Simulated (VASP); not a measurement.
# AlCu6 (Fm-3m) in VASP: relaxation of cell and atoms with PBE

Aim: the relaxation of cell and atoms of AlCu6 with PBE.

All numbers are computed with VASP 6.6.1; they aren't measurements. Logs are shortened: lines on timing, memory, paths and dates and some standing lists are left out, and cuts for length are marked.

**1. The cell of the first run**

The structure is cubic, space group Fm-3m (No. 225). The conventional cell has a = 7.220 Å, b = 7.220 Å, c = 7.220 Å, α = 90.00°, β = 90.00°, γ = 90.00°. Within 3.4 Å of Al (site symmetry m-3m) lie 12 Cu at 2.55 Å. Cu (site symmetry mmm) has 2 Al at 2.55 Å and 8 Cu at 2.55 Å within 3.4 Å.

**2. Relaxation of cell and atoms, PBE**

Contents of INCAR:

```
PREC = Accurate
ENCUT = 600
EDIFF = 1E-6
ISMEAR = 0
SIGMA = 0.1
LREAL = False
LASPH = True
NELM = 100
ALGO = Fast
ISIF = 3
LWAVE = False
LCHARG = False
GGA = PE
IBRION = 2
NSW = 100
EDIFFG = -0.01
```

Contents of KPOINTS:

```
regular mesh
0
Gamma
  8 8 8
```

Contents of POSCAR:

```
AlCu6
1.0
    0.0000000000      3.6100307714      3.6100307714
    3.6100307714      0.0000000000      3.6100307714
    3.6100307714      3.6100307714      0.0000000000
Al Cu
1 6
Direct
    0.5000000000      0.5000000000      0.5000000000
    0.5000000000      0.0000000000      0.0000000000
    0.0000000000      0.5000000000      0.5000000000
    0.0000000000      0.5000000000      0.0000000000
    0.5000000000      0.0000000000      0.5000000000
    0.0000000000      0.0000000000      0.5000000000
    0.5000000000      0.5000000000      0.0000000000
```

Potentials or basis: VASP PAW PBE potentials, release 64 (Al, Cu).

Run with:

```sh
> cat potpaw_PBE.64/Al/POTCAR potpaw_PBE.64/Cu/POTCAR > POTCAR
> mpirun -np 1 vasp_std > vasp.out
```

OUTCAR:

```text
PREC = Accurate
   ENCUT = 600
   EDIFF = 1E-6
   ISMEAR = 0
   LREAL = False
   LASPH = True
   NELM = 100
   ISIF = 3
   GGA = PE
   IBRION = 2
   NSW = 100
   EDIFFG = -0.01

 ion  position               nearest neighbor table
   1  0.500  0.500  0.500-   3 2.55   5 2.55   7 2.55   2 2.55   4 2.55   7 2.55   2 2.55   5 2.55
                             6 2.55   3 2.55   4 2.55   6 2.55
   2  0.500  0.000  0.000-   5 2.55   7 2.55   1 2.55   5 2.55   6 2.55   1 2.55   4 2.55   7 2.55
                             4 2.55   6 2.55
   3  0.000  0.500  0.500-   1 2.55   4 2.55   6 2.55   4 2.55   7 2.55   5 2.55   6 2.55   1 2.55
                             5 2.55   7 2.55
   4  0.000  0.500  0.000-   3 2.55   7 2.55   1 2.55   3 2.55   6 2.55   2 2.55   6 2.55   1 2.55
                             2 2.55   7 2.55
   5  0.500  0.000  0.500-   1 2.55   2 2.55   6 2.55   2 2.55   7 2.55   1 2.55   3 2.55   7 2.55
                             3 2.55   6 2.55
   6  0.000  0.000  0.500-   3 2.55   5 2.55   2 2.55   4 2.55   1 2.55   3 2.55   4 2.55   1 2.55
                             2 2.55   5 2.55
   7  0.500  0.500  0.000-   1 2.55   2 2.55   4 2.55   1 2.55   3 2.55   5 2.55   2 2.55   5 2.55
                             3 2.55   4 2.55

  LATTYP: Found a face centered cubic cell.
 ALAT       =     7.2200615428

  Lattice vectors:

 A1 = (   0.0000000000,   3.6100307714,   3.6100307714)
 A2 = (   3.6100307714,   0.0000000000,   3.6100307714)
 A3 = (   3.6100307714,   3.6100307714,   0.0000000000)

Analysis of symmetry for initial positions (statically):
=====================================================================
 Subroutine PRICEL returns:
 Original cell was already a primitive cell.

 Routine SETGRP: Setting up the symmetry group for a
 face centered cubic supercell.

 Subroutine GETGRP returns: Found 48 space group operations
 (whereof 48 operations were pure point group operations)
 out of a pool of 48 trial point group operations.

The static configuration has the point symmetry O_h .

Analysis of symmetry for dynamics (positions and initial velocities):
=====================================================================
 Subroutine PRICEL returns:
 Original cell was already a primitive cell.

 Routine SETGRP: Setting up the symmetry group for a
 face centered cubic supercell.

 Subroutine GETGRP returns: Found 48 space group operations
 (whereof 48 operations were pure point group operations)
 out of a pool of 48 trial point group operations.

The dynamic configuration has the point symmetry O_h .

 Subroutine INISYM returns: Found 48 space group operations
 (whereof 48 operations are pure point group operations),
 and found     1 'primitive' translations

----------------------------------------------------------------------------------------

                                     Primitive cell

  volume of cell :      94.0942

  direct lattice vectors                    reciprocal lattice vectors
     0.000000000  3.610030771  3.610030771    -0.138502975  0.138502975  0.138502975
     3.610030771  0.000000000  3.610030771     0.138502975 -0.138502975  0.138502975
     3.610030771  3.610030771  0.000000000     0.138502975  0.138502975 -0.138502975

  length of vectors
     5.105354477  5.105354477  5.105354477     0.239894189  0.239894189  0.239894189

  position of ions in fractional coordinates (direct lattice)
     0.500000000  0.500000000  0.500000000
     0.500000000  0.000000000  0.000000000
     0.000000000  0.500000000  0.500000000
     0.000000000  0.500000000  0.000000000
     0.500000000  0.000000000  0.500000000
     0.000000000  0.000000000  0.500000000
     0.500000000  0.500000000  0.000000000

  ion indices of the primitive-cell ions
   primitive index   ion index
                 1           1
                 2           2
                 3           3
                 4           4
                 5           5
                 6           6
                 7           7

----------------------------------------------------------------------------------------

 KPOINTS: regular mesh

Automatic generation of k-mesh.
 Grid dimensions read from file:
 generate k-points for:    8    8    8

 Generating k-lattice:

  Cartesian coordinates                     Fractional coordinates (reciprocal lattice)
    -0.017312872  0.017312872  0.017312872     0.125000000  0.000000000  0.000000000
     0.017312872 -0.017312872  0.017312872     0.000000000  0.125000000  0.000000000
     0.017312872  0.017312872 -0.017312872     0.000000000  0.000000000  0.125000000

  Length of vectors
     0.029986774  0.029986774  0.029986774

  Shift w.r.t. Gamma in fractional coordinates (k-lattice)
     0.000000000  0.000000000  0.000000000

 Subroutine IBZKPT returns following result:
 ===========================================

 Found     29 irreducible k-points:

 Following reciprocal coordinates:
            Coordinates               Weight
  0.000000  0.000000  0.000000      1.000000
  0.125000  0.000000  0.000000      8.000000
  0.250000  0.000000  0.000000      8.000000
  0.375000  0.000000  0.000000      8.000000
  0.500000  0.000000  0.000000      4.000000
  0.125000  0.125000  0.000000      6.000000
[... 16 lines left out ...]
  0.500000  0.250000  0.125000     48.000000
 -0.375000  0.250000  0.125000     24.000000
 [... further k-points ...]
   k-points           NKPTS =     29   k-points in BZ     NKDIM =     29   number of bands    NBANDS=     41
   number of dos      NEDOS =    301   number of ions     NIONS =      7
   total plane-waves  NPLWV =  74088
   dimension x,y,z NGX =    42 NGY =   42 NGZ =   42
   dimension x,y,z NGXF=    84 NGYF=   84 NGZF=   84
   ions per type =               1   6
   NGX,Y,Z   is equivalent  to a cutoff of  13.68, 13.68, 13.68 a.u.
   NGXF,Y,Z  is equivalent  to a cutoff of  27.35, 27.35, 27.35 a.u.
 SYSTEM =  unknown system
   PREC   = accura    normal or accurate (medium, high low for compatibility)
   ISTART =      0    job   : 0-new  1-cont  2-samecut
   ICHARG =      2    charge: 1-file 2-atom 10-const
   ISPIN  =      1    spin polarized calculation?
   LNONCOLLINEAR =      F non collinear calculations
   LSORBIT =      F    spin-orbit coupling
   LASPH  =      T    aspherical Exc in radial PAW
   ENCUT  =  600.0 eV  44.10 Ry    6.64 a.u.  10.20 10.20 10.20*2*pi/ulx,y,z
   NELM   =    100;   NELMIN=  2; NELMDL= -5     # of ELM steps
   EDIFF  = 0.1E-05   stopping-criterion for ELM
   LREAL  =      F    real-space projection
   EDIFFG = -.1E-01   stopping-criterion for IOM
   NSW    =    100    number of steps for IOM
   IBRION =      2    ionic relax: 0-MD 1-quasi-New 2-CG
   NFREE  =      1    steps in history (QN), initial steepest desc. (CG)
   ISIF   =      3    stress and relaxation
   ISYM   =      2    0-nonsym 1-usesym 2-fastsym
   POTIM  = 0.5000    time-step for ionic-motion
   TEBEG  =    0.0;   TEEND  =   0.0 temperature during run
   PSTRESS=    0.0 pullay stress
   NELECT =      69.0000    total number of electrons
   NUPDOWN=      -1.0000    fix difference up-down
   EMIN   =  10.00;   EMAX   =-10.00  energy-range for DOS
   EFERMI =   0.00;   METHOD = LEGACY
   ISMEAR =     0;   SIGMA  =   0.10  broadening in eV -4-tet -1-fermi 0-gaus
   EFERMI_NEDOS =   21; number of points for ismear=-14 and -15
   IALGO  =     68    algorithm
   IMIX   =      4    mixing-type and parameters
     AMIX     =   0.40;   BMIX     =  1.00
     AMIX_MAG =   1.60;   BMIX_MAG =  1.00
  volume/ion in A,a.u.               =      13.44        90.71
  Fermi-wavevector in a.u.,A,eV,Ry     =   1.476285  2.789775 29.652786  2.179418
  Thomas-Fermi vector in A             =   2.590831
   LORBIT       =      0    0 simple, 1 ext, 2 COOP (PROOUT), +10 PAW based schemes
   GGA     = PE    functional components
   LHFCALC =     F    Hartree Fock is set to
   AEXX    =    0.0000 exact exchange contribution
   IVDW    =     0    specifies the selected vdW correction
   LEPSILON=     F    determine dielectric tensor
   LRPA    =     F    only Hartree local field effects (RPA)
 conjugate gradient relaxation of ions
 non-spin polarized calculation
 RMM-DIIS sequential band-by-band and
 Gauss-broadening in eV      SIGMA  =   0.10
  energy-cutoff  :      600.00
  volume of cell :       94.09
 maximum number of plane-waves:      3156
 NGX is ok and might be reduce to    42
   NGX = 21   NGY = 21   NGZ = 21

 number of electron      69.0000000 magnetization

 Free energy of the ion-electron system (eV)
  ---------------------------------------------------
  ext. energy  EPLUGINS =         0.00000000
  ---------------------------------------------------
  free energy    TOTEN  =       -26.06249878 eV

  energy without entropy =      -26.05563758  energy(sigma->0) =      -26.05906818

 E-fermi :   6.6970     XC(G=0): -11.7261

 val. band max:        6.6858197834   @ k =   0.5000   0.0000   0.0000
 cond. band min:       6.8168481624   @ k =   0.3750   0.2500   0.1250
 fundamental gap:      0.1310283790
 Fermi energy:         6.6969541664

 k-point     1 :       0.0000    0.0000    0.0000
  band No.  band energies     occupation
      1      -2.7924      2.00000
      2       1.3617      2.00000
      3       2.0736      2.00000
      4       2.0736      2.00000
      5       2.0736      2.00000
      6       2.4694      2.00000
[... 33 lines left out ...]
     40       9.5256      0.00000
     41       9.9835      0.00000

 k-point     2 :       0.1250    0.0000    0.0000
  band No.  band energies     occupation
      1      -2.6612      2.00000
      2       1.3918      2.00000
      3       1.9642      2.00000
      4       2.1276      2.00000
      5       2.1276      2.00000
      6       2.5136      2.00000
[... 33 lines left out ...]
     40       9.8880      0.00000
     41      10.2655      0.00000

 k-point     3 :       0.2500    0.0000    0.0000
  band No.  band energies     occupation
      1      -2.2783      2.00000
      2       1.2676      2.00000
      3       1.7484      2.00000
      4       2.2725      2.00000
      5       2.2725      2.00000
      6       2.6295      2.00000
[... 33 lines left out ...]
     40      10.3211      0.00000
     41      10.9283      0.00000

 k-point     4 :       0.3750    0.0000    0.0000
  band No.  band energies     occupation
      1      -1.6978      2.00000
      2       0.5305      2.00000
      3       1.8800      2.00000
      4       2.4446      2.00000
      5       2.4446      2.00000
      6       2.6650      2.00000
[... 825 lines left out ...]
     40      10.9598      0.00000
     41      12.6689      0.00000

 k-point    23 :       0.5000    0.2500    0.1250
  band No.  band energies     occupation
      1      -1.3793      2.00000
      2       0.7511      2.00000
      3       1.4780      2.00000
      4       2.0702      2.00000
      5       2.3417      2.00000
      6       2.6880      2.00000
[... 33 lines left out ...]
     40      11.6152      0.00000
     41      12.2346      0.00000

 k-point    24 :      -0.3750    0.2500    0.1250
  band No.  band energies     occupation
      1      -0.9543      2.00000
      2       0.2373      2.00000
      3       1.4797      2.00000
      4       2.0842      2.00000
      5       2.4367      2.00000
      6       2.5926      2.00000
[... 33 lines left out ...]
     40      11.2444      0.00000
     41      12.9424      0.00000

 [... further k-points ...]

------------------------ aborting loop because EDIFF is reached ----------------------------------------

  FORCE on cell =-STRESS in cart. coord.  units (eV):
  Direction    XX          YY          ZZ          XY          YZ          ZX
  --------------------------------------------------------------------------------------
  -------------------------------------------------------------------------------------
  Total       -0.0116655     -0.0116655     -0.0116655      0.0000000      0.0000000     -0.0000000
  in kB       -0.1986331     -0.1986331     -0.1986331      0.0000000      0.0000000     -0.0000000
  external PRESSURE =      -0.1986331 kB  Pullay stress =       0.0000000 kB

 VOLUME and BASIS-vectors are now :
 -----------------------------------------------------------------------------
  energy-cutoff  :      600.00
  volume of cell :       94.09
      direct lattice vectors                 reciprocal lattice vectors
     0.000000000  3.610030771  3.610030771    -0.138502975  0.138502975  0.138502975
     3.610030771  0.000000000  3.610030771     0.138502975 -0.138502975  0.138502975
     3.610030771  3.610030771  0.000000000     0.138502975  0.138502975 -0.138502975

 POSITION                                       TOTAL-FORCE (eV/Angst)
 -----------------------------------------------------------------------------------
      3.61003      3.61003      3.61003         0.000000      0.000000     -0.000000
      0.00000      1.80502      1.80502        -0.000000      0.000000     -0.000000
      3.61003      1.80502      1.80502         0.000000     -0.000000     -0.000000
      1.80502      0.00000      1.80502        -0.000000      0.000000     -0.000000
      1.80502      3.61003      1.80502         0.000000     -0.000000      0.000000
      1.80502      1.80502      0.00000        -0.000000     -0.000000     -0.000000
      1.80502      1.80502      3.61003         0.000000     -0.000000     -0.000000
 -----------------------------------------------------------------------------------
    total drift:                               -0.000000     -0.000000      0.000000

  FREE ENERGIE OF THE ION-ELECTRON SYSTEM (eV)
  ---------------------------------------------------
  free  energy   TOTEN  =       -26.0624987806 eV

  energy  without entropy=      -26.0556375758  energy(sigma->0) =      -26.05906818

 reached required accuracy - stopping structural energy minimisation
```

It took 2 min on 1 thread of Intel Xeon Platinum 8559C (Emerald Rapids), shared host; peak memory 0.3 GiB.

Results:

```
Free energy             : -26.0625 eV
Pressure after relaxing : 0.0 GPa
```

Final structure:
```
CELL_PARAMETERS angstrom
0.00000 3.61003 3.61003
3.61003 0.00000 3.61003
3.61003 3.61003 0.00000
ATOMIC_POSITIONS crystal
Al 0.50000 0.50000 0.50000
Cu 0.50000 0.00000 0.00000
Cu 0.00000 0.50000 0.50000
Cu 0.00000 0.50000 0.00000
Cu 0.50000 0.00000 0.50000
Cu 0.00000 0.00000 0.50000
Cu 0.50000 0.50000 0.00000
```

Caveat: the relaxation stopped at its first step, so nothing moved.
